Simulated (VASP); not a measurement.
# Hf in VASP: notebook, part 2 of 2

VASP 6.6.1. The steps go on from the part before.

## (5) Single point, PBEsol

File INCAR:

```
SYSTEM = Hf
ALGO = Normal
DIPOL = 0.5 0.5 0.500
EDIFF = 1E-6
EFIELD = -0.2
ENCUT = 520
GGA = PS
IDIPOL = 3
ISIF = 2
ISMEAR = -1
LASPH = .TRUE.
LCHARG = .FALSE.
LDIPOL = .TRUE.
LREAL = .FALSE.
LWAVE = .FALSE.
NBANDS = 28
NELM = 60
PREC = Accurate
SIGMA = 0.05
```

File KPOINTS:

```
k-points
0
G
  10 7 1
  0 0 0
```

File POSCAR:

```
Hf
1.0
    3.1589152031      0.0000000000      0.0000000000
    0.0000000000      4.9985932680      0.0000000000
    0.0000000000      0.0000000000     19.6476000000
Hf
4
Direct
    0.0000000000      0.7500000000      0.4151605211
    0.5000000000      0.2500000000      0.4568031568
    0.5000000000      0.7500000000      0.5431967915
    0.0000000000      0.2500000000      0.5848395306
```

Potentials or basis: VASP PAW PBE potentials, release 64 (Hf_pv).

Run with:

```sh
$ cat potpaw_PBE.64/Hf_pv/POTCAR > POTCAR
$ mpirun -np 1 vasp_std > vasp.out
```

OUTCAR:

```text
SYSTEM = Hf
   EDIFF = 1E-6
   ENCUT = 520
   GGA = PS
   ISIF = 2
   ISMEAR = -1
   LASPH = .TRUE.
   LREAL = .FALSE.
   NELM = 60
   PREC = Accurate

 ion  position               nearest neighbor table
   1  0.000  0.750  0.415-   3 2.97   3 2.97   2 3.07   2 3.07   2 3.07   2 3.07
   2  0.500  0.250  0.457-   4 2.97   4 2.97   3 3.02   3 3.02   1 3.07   1 3.07   1 3.07   1 3.07

   3  0.500  0.750  0.543-   1 2.97   1 2.97   2 3.02   2 3.02   4 3.07   4 3.07   4 3.07   4 3.07

   4  0.000  0.250  0.585-   2 2.97   2 2.97   3 3.07   3 3.07   3 3.07   3 3.07

  LATTYP: Found a simple orthorhombic cell.
 ALAT       =     3.1589152031
 B/A-ratio  =     1.5823765269
 C/A-ratio  =     6.2197301088

  Lattice vectors:

 A1 = (   3.1589152031,   0.0000000000,   0.0000000000)
 A2 = (   0.0000000000,   4.9985932680,   0.0000000000)
 A3 = (   0.0000000000,   0.0000000000,  19.6476000000)

Analysis of symmetry for initial positions (statically):
=====================================================================
[... 184 lines left out ...]
 val. band max:       -1.4290435167   @ k =   0.3000   0.1429   0.0000
 cond. band min:      -1.3997098294   @ k =   0.3000   0.2857   0.0000
 fundamental gap:      0.0293336873
 Fermi energy:        -1.4272730991

 k-point     1 :       0.0000    0.0000    0.0000
  band No.  band energies     occupation
      1     -32.5524      2.00000
      2     -32.5523      2.00000
      3     -32.4994      2.00000
      4     -32.3817      2.00000
      5     -32.0168      2.00000
      6     -31.9442      2.00000
[... 733 lines left out ...]
     27       1.0773      0.00000
     28       1.3804      0.00000

------------------------ aborting loop because EDIFF is reached ----------------------------------------

 vacuum level on the upper side and lower side of the slab       (xc-potential included)         1.048        -1.332

  FORCE on cell =-STRESS in cart. coord.  units (eV):
  Direction    XX          YY          ZZ          XY          YZ          ZX
  --------------------------------------------------------------------------------------
  -------------------------------------------------------------------------------------
  Total       -4.1600825     -0.2316698     -0.2136714      0.0000000      0.0000000      0.0000000
  in kB      -21.4841041     -1.1964228     -1.1034731      0.0000000      0.0000000      0.0000000
  external PRESSURE =      -7.9280000 kB  Pullay stress =       0.0000000 kB

 VOLUME and BASIS-vectors are now :
 -----------------------------------------------------------------------------
  energy-cutoff  :      520.00
  volume of cell :      310.24
      direct lattice vectors                 reciprocal lattice vectors
     3.158915203  0.000000000  0.000000000     0.316564370  0.000000000  0.000000000
     0.000000000  4.998593268  0.000000000     0.000000000  0.200056285  0.000000000
     0.000000000  0.000000000 19.647600000     0.000000000  0.000000000  0.050896802

 POSITION                                       TOTAL-FORCE (eV/Angst)
 -----------------------------------------------------------------------------------
      0.00000      3.74894      8.15691         0.000000      0.000000      0.063023
      1.57946      1.24965      8.97509         0.000000      0.000000      0.009380
      1.57946      3.74894     10.67251         0.000000      0.000000     -0.067456
      0.00000      1.24965     11.49069         0.000000      0.000000     -0.004947
 -----------------------------------------------------------------------------------
    total drift:                                0.000000     -0.000000      0.000090

  FREE ENERGIE OF THE ION-ELECTRON SYSTEM (eV)
  ---------------------------------------------------
  free  energy   TOTEN  =       -38.0161205624 eV

  energy  without entropy=      -37.9662330474  energy(sigma->0) =      -37.99117680

 vacuum level on the upper side and lower side of the slab         3.706         1.365
```

OSZICAR:

```text
N       E                     dE             d eps       ncg     rms          rms(c)
DAV:   1     0.129551244597E+03    0.12955E+03   -0.21514E+04  1832   0.113E+03
DAV:   2    -0.314607791474E+02   -0.16101E+03   -0.15764E+03  1772   0.244E+02
DAV:   3    -0.418319473479E+02   -0.10371E+02   -0.10040E+02  1608   0.453E+01
[... 27 lines left out ...]
DAV:  31    -0.380161141650E+02   -0.48201E-05   -0.38106E-07   932   0.326E-03    0.353E-03
DAV:  32    -0.380161176037E+02   -0.34387E-05   -0.39164E-07   920   0.212E-03    0.235E-03
DAV:  33    -0.380161192765E+02   -0.16728E-05   -0.62221E-08   884   0.107E-03    0.321E-03
DAV:  34    -0.380161203589E+02   -0.10824E-05   -0.61354E-08   892   0.813E-04    0.184E-03
DAV:  35    -0.380161205624E+02   -0.20357E-06   -0.30469E-08   836   0.722E-04
   1 F= -.38016121E+02 E0= -.37991177E+02  d E =-.498875E-01
```

It took 5.2 min on 1 thread of AMD EPYC 9R45 (Zen 5), shared host; peak memory 0.41 GiB.

Results:

| Quantity | Value |
| --- | --- |
| Free energy | -38.0161 eV |
| Largest force | 0.067 eV/Å |
| Band gap on the k mesh | zero (bands 20 and 21 overlap by 0.64 eV) |

Forces in eV/Å, atoms in the order of the input:
```
Hf   0.000  0.000  0.063
Hf   0.000  0.000  0.009
Hf   0.000  0.000 -0.067
Hf   0.000  0.000 -0.005
```

Levels at points of the mesh, in eV from the Fermi level:
| k point | band 18 | band 19 | band 20 | band 21 | band 22 | band 23 |
| --- | --- | --- | --- | --- | --- | --- |
| (0.00, 0.00, 0.00) | -0.37 | -0.24 | 0.51 | 0.82 | 0.93 | 1.04 |
| (0.50, 0.00, 0.00) | -1.32 | -1.23 | -0.65 | 0.16 | 0.46 | 0.79 |

Caveat: the PAW data sets were made with another functional, which shifts forces and pressure a little; spin-orbit coupling is left out, which moves the levels of the heavy elements.

## (6) Single point, PBEsol

File INCAR:

```
PREC     = Accurate       # precision mode
ENCUT    = 520            # plane-wave cutoff, eV
EDIFF    = 1E-6           # SCF threshold, eV
ISMEAR   = -1             # smearing method
SIGMA    = 0.05           # smearing width, eV
LREAL    = F              # projectors in reciprocal space
LASPH    = T              # aspherical terms in the spheres
NELM     = 80             # most SCF steps
ALGO     = Normal         # electronic algorithm
ISIF     = 2              # what is computed and relaxed
LWAVE    = F              # write WAVECAR
LCHARG   = T              # write CHGCAR
GGA      = PS             # functional
LELF     = T              # ELF
LVHAR    = T            
NBANDS   = 28             # bands
```

File KPOINTS:

```
Automatic mesh
0
Gamma
  10 7 1
```

POSCAR is that of step 5.

Potentials or basis: VASP PAW PBE potentials, release 64 (Hf_pv).

Run with:

```sh
$ cat potpaw_PBE.64/Hf_pv/POTCAR > POTCAR
$ mpirun -np 1 vasp_std > vasp.out
```

Run time: 3.5 min. Hardware: 1 thread of AMD EPYC 9R45 (Zen 5), shared host; peak memory 0.42 GiB.

Results (log left out):

| Property | Result |
| --- | --- |
| Free energy | -38.0030 eV |
| Largest force | 0.039 eV/Å |
| Band gap on the k mesh | zero (bands 20 and 21 overlap by 0.65 eV) |

Forces on the atoms (eV/Å):
```
Hf   0.000  0.000  0.036
Hf   0.000  0.000  0.039
Hf   0.000  0.000 -0.039
Hf   0.000  0.000 -0.036
```

Levels at points of the mesh, in eV from the Fermi level:
```tsv
k point	band 18	band 19	band 20	band 21	band 22	band 23
(0.00, 0.00, 0.00)	-0.36	-0.25	0.51	0.82	0.93	1.04
(0.50, 0.00, 0.00)	-1.32	-1.23	-0.65	0.16	0.46	0.79
```

Caveat: the PAW data sets were made with another functional, which shifts forces and pressure a little; spin-orbit coupling is left out, which moves the levels of the heavy elements.

## (7) Overview

| cell | dipole correction | electric field (eV/Å) | gap on the mesh (eV) | largest force (eV/Å) |
| --- | --- | --- | --- | --- |
| as given, atomic positions A | yes | - | none | 0.68 |
| as given, atomic positions B | yes | - | none | 0.05 |
| as given, atomic positions B | yes | -0.2 eV/Å | none | 0.07 |
| as given, atomic positions B | no | - | none | 0.04 |

Alike in all rows: task single point; level PBEsol; potentials or basis VASP PAW PBE potentials, release 64 (Hf_pv); no spin polarisation; k mesh 10 × 7 × 1; cutoff (eV) 520; smearing fermi-dirac 0.05 eV.

Caveats: the PAW data sets were made with another functional, which shifts forces and pressure a little; spin-orbit coupling is left out, which moves the levels of the heavy elements.

Absolute energies hang on the potentials; compare differences alone.
